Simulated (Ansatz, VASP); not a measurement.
Bi: VASP beside Ansatz

```
CELL_PARAMETERS angstrom
4.55800 0.00000 0.00000
-2.27900 3.94734 0.00000
0.00000 0.00000 28.00000
ATOMIC_POSITIONS crystal
Bi 0.33333 0.66667 0.51980
Bi 0.66667 0.33333 0.48020
```

Alike in both runs: task single point; functional PBE; k mesh 9 × 9 × 1; occupations gaussian, width 0.02 eV; no spin polarisation.

```csv
,VASP,Ansatz
version,VASP 6.6.1,Ansatz 0.2.0
potentials or method,"VASP PAW PBE potentials, release 64 (Bi_d), cutoff 520 eV","scalar-relativistic, plane waves, PAW"
valence electrons in the cell,30,30
```

|  | VASP | Ansatz | Ansatz less VASP |
| --- | --- | --- | --- |
| gap on the k mesh at the Fermi level (eV) | 0.14 | 0.17 | +0.025 |
| least direct gap on the mesh (eV) | 0.15 | 0.18 | +0.031 |
| rms of the force components (eV/Å) | 1.603 | 1.600 | -0.0035 |

Atom by atom the forces differ by 0.004 eV/Å (rms over components).

Neither program's run includes spin-orbit coupling.
